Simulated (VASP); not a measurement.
# Sc2F3 (Cmmm) in VASP: single point with PBE

Aim: the single point of Sc2F3 with PBE.

Everything below comes from runs of VASP 6.6.1. Logs are shortened: lines on timing, memory, paths and dates and some standing lists are left out, and cuts for length are marked.

## 1. The cell of the first run

It takes space group Cmmm (No. 65, orthorhombic). The conventional cell has a = 6.168 Å, b = 6.564 Å, c = 4.066 Å, α = 90.00°, β = 90.00°, γ = 90.00°. Sc (site symmetry 2/m) has 4 F at 2.03 to 2.25 Å within 2.7 Å. F (site symmetry 2/m) has 2 Sc at 2.03 Å within 2.7 Å. F (site symmetry mmm) has 4 Sc at 2.25 Å and 8 F at 3.03 Å within 3.1 Å.

The cell was built from a structure type or drawn by symmetry, and may not be a known phase.

## 2. Single point, PBE

INCAR reads:

```
SYSTEM = Sc2F3
PREC = Accurate ; ENCUT = 600
EDIFF = 1E-6 ; ISMEAR = 0
SIGMA = 0.1 ; LREAL = .FALSE.
LASPH = .TRUE. ; NELM = 120
ALGO = Normal ; ISIF = 2
LWAVE = .FALSE. ; LCHARG = .FALSE.
GGA = PE ; NBANDS = 30
GGA_COMPAT = .FALSE.
```

KPOINTS reads:

```
Automatic mesh
0
G
  8 8 8
  0 0 0
```

POSCAR reads:

```
Sc2F3
1.0
    3.0838677905     -3.2819410499      0.0000000000
    3.0838677905      3.2819410499      0.0000000000
    0.0000000000      0.0000000000      4.0663868033
Sc F
2 3
Direct
    0.0000000000      0.5000000000      0.0000000000
    0.5000000000      0.0000000000      0.0000000000
    0.0000000000      0.5000000000      0.5000000000
    0.5000000000      0.0000000000      0.5000000000
    0.0000000000      0.0000000000      0.0000000000
```

Potentials or basis: VASP PAW PBE potentials, release 64 (Sc_sv, F).

Started as:

```bash
$ cat potpaw_PBE.64/Sc_sv/POTCAR potpaw_PBE.64/F/POTCAR > POTCAR
$ mpirun -np 1 vasp_std > vasp.out
```

OUTCAR:

```text
SYSTEM = Sc2F3
   PREC = Accurate
   ENCUT = 600
   EDIFF = 1E-6
   ISMEAR = 0
   LREAL = .FALSE.
   LASPH = .TRUE.
   NELM = 120
   ISIF = 2
   GGA = PE

 ion  position               nearest neighbor table
   1  0.000  0.500  0.000-   3 2.03   3 2.03   5 2.25   5 2.25   2 3.08   2 3.08   2 3.28   2 3.28

   2  0.500  0.000  0.000-   4 2.03   4 2.03   5 2.25   5 2.25   1 3.08   1 3.08   1 3.28   1 3.28

   3  0.000  0.500  0.500-   1 2.03   1 2.03
   4  0.500  0.000  0.500-   2 2.03   2 2.03
   5  0.000  0.000  0.000-   1 2.25   2 2.25   1 2.25   2 2.25

  LATTYP: Found a base centered orthorhombic cell.
 ALAT       =     6.1677355810
 B/A-ratio  =     1.0642288428
 C/A-ratio  =     0.6592997949

  Lattice vectors:

 A1 = (   3.0838677905,  -3.2819410499,   0.0000000000)
 A2 = (   3.0838677905,   3.2819410499,   0.0000000000)
 A3 = (   0.0000000000,   0.0000000000,   4.0663868033)

Analysis of symmetry for initial positions (statically):
=====================================================================
 Subroutine PRICEL returns:
 Original cell was already a primitive cell.

 Routine SETGRP: Setting up the symmetry group for a
 base centered orthorhombic supercell.

 Subroutine GETGRP returns: Found  8 space group operations
 (whereof  8 operations were pure point group operations)
 out of a pool of  8 trial point group operations.

The static configuration has the point symmetry D_2h.

Analysis of symmetry for dynamics (positions and initial velocities):
=====================================================================
 Subroutine PRICEL returns:
 Original cell was already a primitive cell.

 Routine SETGRP: Setting up the symmetry group for a
 base centered orthorhombic supercell.

 Subroutine GETGRP returns: Found  8 space group operations
 (whereof  8 operations were pure point group operations)
 out of a pool of  8 trial point group operations.

The dynamic configuration has the point symmetry D_2h.

 Subroutine INISYM returns: Found  8 space group operations
 (whereof  8 operations are pure point group operations),
 and found     1 'primitive' translations

----------------------------------------------------------------------------------------

                                     Primitive cell

  volume of cell :      82.3124

  direct lattice vectors                    reciprocal lattice vectors
     3.083867790 -3.281941050  0.000000000     0.162134058 -0.152348867  0.000000000
     3.083867790  3.281941050  0.000000000     0.162134058  0.152348867  0.000000000
     0.000000000  0.000000000  4.066386803     0.000000000  0.000000000  0.245918563

  length of vectors
     4.503485051  4.503485051  4.066386803     0.222480629  0.222480629  0.245918563

  position of ions in fractional coordinates (direct lattice)
     0.000000000  0.500000000  0.000000000
     0.500000000  0.000000000  0.000000000
     0.000000000  0.500000000  0.500000000
     0.500000000  0.000000000  0.500000000
     0.000000000  0.000000000  0.000000000

  ion indices of the primitive-cell ions
   primitive index   ion index
                 1           1
                 2           2
                 3           3
                 4           4
                 5           5

----------------------------------------------------------------------------------------

 KPOINTS: Automatic mesh

Automatic generation of k-mesh.
 Grid dimensions read from file:
 generate k-points for:    8    8    8

 Generating k-lattice:

  Cartesian coordinates                     Fractional coordinates (reciprocal lattice)
     0.020266757 -0.019043608  0.000000000     0.125000000  0.000000000  0.000000000
     0.020266757  0.019043608  0.000000000     0.000000000  0.125000000  0.000000000
     0.000000000  0.000000000  0.030739820     0.000000000  0.000000000  0.125000000

  Length of vectors
     0.027810079  0.027810079  0.030739820

  Shift w.r.t. Gamma in fractional coordinates (k-lattice)
     0.000000000  0.000000000  0.000000000

 Subroutine IBZKPT returns following result:
 ===========================================

 Found    105 irreducible k-points:

 Following reciprocal coordinates:
            Coordinates               Weight
  0.000000  0.000000  0.000000      1.000000
  0.125000  0.000000  0.000000      4.000000
  0.250000  0.000000  0.000000      4.000000
  0.375000 -0.000000  0.000000      4.000000
  0.500000  0.000000  0.000000      2.000000
  0.125000  0.125000  0.000000      2.000000
[... 16 lines left out ...]
  0.125000  0.000000  0.125000      8.000000
  0.250000  0.000000  0.125000      8.000000
 [... further k-points ...]
   k-points           NKPTS =    105   k-points in BZ     NKDIM =    105   number of bands    NBANDS=     30
   number of dos      NEDOS =    301   number of ions     NIONS =      5
   total plane-waves  NPLWV =  41472
   dimension x,y,z NGX =    36 NGY =   36 NGZ =   32
   dimension x,y,z NGXF=    72 NGYF=   72 NGZF=   64
   ions per type =               2   3
   NGX,Y,Z   is equivalent  to a cutoff of  13.29, 13.29, 13.08 a.u.
   NGXF,Y,Z  is equivalent  to a cutoff of  26.58, 26.58, 26.17 a.u.
 SYSTEM =  Sc2F3
   PREC   = accura    normal or accurate (medium, high low for compatibility)
   ISTART =      0    job   : 0-new  1-cont  2-samecut
   ICHARG =      2    charge: 1-file 2-atom 10-const
   ISPIN  =      1    spin polarized calculation?
   LNONCOLLINEAR =      F non collinear calculations
   LSORBIT =      F    spin-orbit coupling
   LASPH  =      T    aspherical Exc in radial PAW
   ENCUT  =  600.0 eV  44.10 Ry    6.64 a.u.   8.99  8.99  8.12*2*pi/ulx,y,z
   NELM   =    120;   NELMIN=  2; NELMDL= -5     # of ELM steps
   EDIFF  = 0.1E-05   stopping-criterion for ELM
   LREAL  =      F    real-space projection
   EDIFFG = 0.1E-04   stopping-criterion for IOM
   NSW    =      0    number of steps for IOM
   IBRION =     -1    ionic relax: 0-MD 1-quasi-New 2-CG
   NFREE  =      0    steps in history (QN), initial steepest desc. (CG)
   ISIF   =      2    stress and relaxation
   ISYM   =      2    0-nonsym 1-usesym 2-fastsym
   POTIM  = 0.5000    time-step for ionic-motion
   TEBEG  =    0.0;   TEEND  =   0.0 temperature during run
   PSTRESS=    0.0 pullay stress
   NELECT =      43.0000    total number of electrons
   NUPDOWN=      -1.0000    fix difference up-down
   EMIN   =  10.00;   EMAX   =-10.00  energy-range for DOS
   EFERMI =   0.00;   METHOD = LEGACY
   ISMEAR =     0;   SIGMA  =   0.10  broadening in eV -4-tet -1-fermi 0-gaus
   EFERMI_NEDOS =   21; number of points for ismear=-14 and -15
   IALGO  =     38    algorithm
   IMIX   =      4    mixing-type and parameters
     AMIX     =   0.40;   BMIX     =  1.00
     AMIX_MAG =   1.60;   BMIX_MAG =  1.00
  volume/ion in A,a.u.               =      16.46       111.09
  Fermi-wavevector in a.u.,A,eV,Ry     =   1.318487  2.491579 23.652483  1.738408
  Thomas-Fermi vector in A             =   2.448453
   LORBIT       =      0    0 simple, 1 ext, 2 COOP (PROOUT), +10 PAW based schemes
   GGA     = PE    functional components
   LHFCALC =     F    Hartree Fock is set to
   AEXX    =    0.0000 exact exchange contribution
   IVDW    =     0    specifies the selected vdW correction
   LEPSILON=     F    determine dielectric tensor
   LRPA    =     F    only Hartree local field effects (RPA)
 non-spin polarized calculation
 Gauss-broadening in eV      SIGMA  =   0.10
  energy-cutoff  :      600.00
  volume of cell :       82.31
 maximum number of plane-waves:      2776
   NGX = 17   NGY = 17   NGZ = 17

 number of electron      43.0000034 magnetization

 Free energy of the ion-electron system (eV)
  ---------------------------------------------------
  ext. energy  EPLUGINS =         0.00000000
  ---------------------------------------------------
  free energy    TOTEN  =       -32.23035370 eV

  energy without entropy =      -32.21850630  energy(sigma->0) =      -32.22443000

 E-fermi :   3.8637     XC(G=0):  -9.2403

 val. band max:        3.8587693792   @ k =   0.2500   0.2500   0.0000
 cond. band min:       3.8670486360   @ k =   0.2500   0.2500   0.2500
 fundamental gap:      0.0082792568
 Fermi energy:         3.8637213029

 k-point     1 :       0.0000    0.0000    0.0000
  band No.  band energies     occupation
      1     -46.8751      2.00000
      2     -46.8139      2.00000
      3     -25.7904      2.00000
      4     -25.7333      2.00000
      5     -25.6638      2.00000
      6     -25.6108      2.00000
[... 22 lines left out ...]
     29       6.2829      0.00000
     30       6.6256      0.00000

 k-point     2 :       0.1250    0.0000    0.0000
  band No.  band energies     occupation
      1     -46.8727      2.00000
      2     -46.8162      2.00000
      3     -25.7881      2.00000
      4     -25.7354      2.00000
      5     -25.6838      2.00000
      6     -25.6207      2.00000
[... 22 lines left out ...]
     29       6.3333      0.00000
     30       6.4995      0.00000

 k-point     3 :       0.2500    0.0000    0.0000
  band No.  band energies     occupation
      1     -46.8659      2.00000
      2     -46.8226      2.00000
      3     -25.7817      2.00000
      4     -25.7580      2.00000
      5     -25.7414      2.00000
      6     -25.6164      2.00000
[... 22 lines left out ...]
     29       6.0213      0.00000
     30       6.4855      0.00000

 k-point     4 :       0.3750   -0.0000    0.0000
  band No.  band energies     occupation
      1     -46.8558      2.00000
      2     -46.8323      2.00000
      3     -25.8355      2.00000
      4     -25.7722      2.00000
      5     -25.7504      2.00000
      6     -25.6043      2.00000
[... 616 lines left out ...]
     29       6.4699      0.00000
     30       6.7586      0.00000

 k-point    23 :       0.1250    0.0000    0.1250
  band No.  band energies     occupation
      1     -46.8720      2.00000
      2     -46.8155      2.00000
      3     -25.8763      2.00000
      4     -25.8184      2.00000
      5     -25.6831      2.00000
      6     -25.6200      2.00000
[... 22 lines left out ...]
     29       6.5408      0.00000
     30       6.5718      0.00000

 k-point    24 :       0.2500    0.0000    0.1250
  band No.  band energies     occupation
      1     -46.8652      2.00000
      2     -46.8219      2.00000
      3     -25.8693      2.00000
      4     -25.8250      2.00000
      5     -25.7571      2.00000
      6     -25.6157      2.00000
[... 22 lines left out ...]
     29       6.0257      0.00000
     30       6.7121      0.00000

 [... further k-points ...]

------------------------ aborting loop because EDIFF is reached ----------------------------------------

  FORCE on cell =-STRESS in cart. coord.  units (eV):
  Direction    XX          YY          ZZ          XY          YZ          ZX
  --------------------------------------------------------------------------------------
  -------------------------------------------------------------------------------------
  Total       -0.0224449     -0.0300166      0.4204247      0.0000000      0.0000000      0.0000000
  in kB       -0.4368805     -0.5842604      8.1833970      0.0000000      0.0000000      0.0000000
  external PRESSURE =       2.3874187 kB  Pullay stress =       0.0000000 kB

 VOLUME and BASIS-vectors are now :
 -----------------------------------------------------------------------------
  energy-cutoff  :      600.00
  volume of cell :       82.31
      direct lattice vectors                 reciprocal lattice vectors
     3.083867790 -3.281941050  0.000000000     0.162134058 -0.152348867  0.000000000
     3.083867790  3.281941050  0.000000000     0.162134058  0.152348867  0.000000000
     0.000000000  0.000000000  4.066386803     0.000000000  0.000000000  0.245918563

 POSITION                                       TOTAL-FORCE (eV/Angst)
 -----------------------------------------------------------------------------------
      1.54193      1.64097      0.00000        -0.000000     -0.000000      0.000000
      1.54193     -1.64097      0.00000         0.000000     -0.000000      0.000000
      1.54193      1.64097      2.03319         0.000000     -0.000000      0.000000
      1.54193     -1.64097      2.03319         0.000000      0.000000      0.000000
      0.00000      0.00000      0.00000         0.000000     -0.000000      0.000000
 -----------------------------------------------------------------------------------
    total drift:                                0.000000     -0.000000     -0.000000

  FREE ENERGIE OF THE ION-ELECTRON SYSTEM (eV)
  ---------------------------------------------------
  free  energy   TOTEN  =       -32.2303536966 eV

  energy  without entropy=      -32.2185062970  energy(sigma->0) =      -32.22443000
```

It took 7.9 min on 1 thread of Intel Xeon 8259CL, shared host; peak memory 0.37 GiB.

What came out:

```yaml
Free_energy: -32.2304 eV
Pressure: 0.2 GPa
Band_gap_on_the_k_mesh: zero (an odd number of electrons rules out a gap without spin polarisation)
```

Stress tensor (GPa, compression positive):
```
-0.04  0.00  0.00
 0.00 -0.06  0.00
 0.00  0.00  0.82
```

Levels at points of the mesh, in eV from the Fermi level:
| k point | band 20 | band 21 | band 22 | band 23 | band 24 | band 25 |
| --- | --- | --- | --- | --- | --- | --- |
| (0.00, 0.00, 0.00) | -6.50 | -2.66 | -0.97 | 0.23 | 0.50 | 1.14 |
| (0.50, 0.00, 0.00) | -6.88 | -1.05 | 0.30 | 0.83 | 0.87 | 1.05 |
| (0.50, 0.50, 0.00) | -6.45 | -0.50 | 0.10 | 0.10 | 0.83 | 1.01 |
| (0.00, 0.00, 0.50) | -6.73 | -2.10 | -0.87 | 1.26 | 1.43 | 1.48 |
| (0.50, 0.00, 0.50) | -6.83 | -0.80 | 0.31 | 1.09 | 1.29 | 1.45 |
| (0.50, 0.50, 0.50) | -6.66 | -0.34 | 0.27 | 1.06 | 1.07 | 1.67 |

Caveat: an odd number of electrons without spin polarisation forces a metal; a magnetic or distorted state may lie lower.
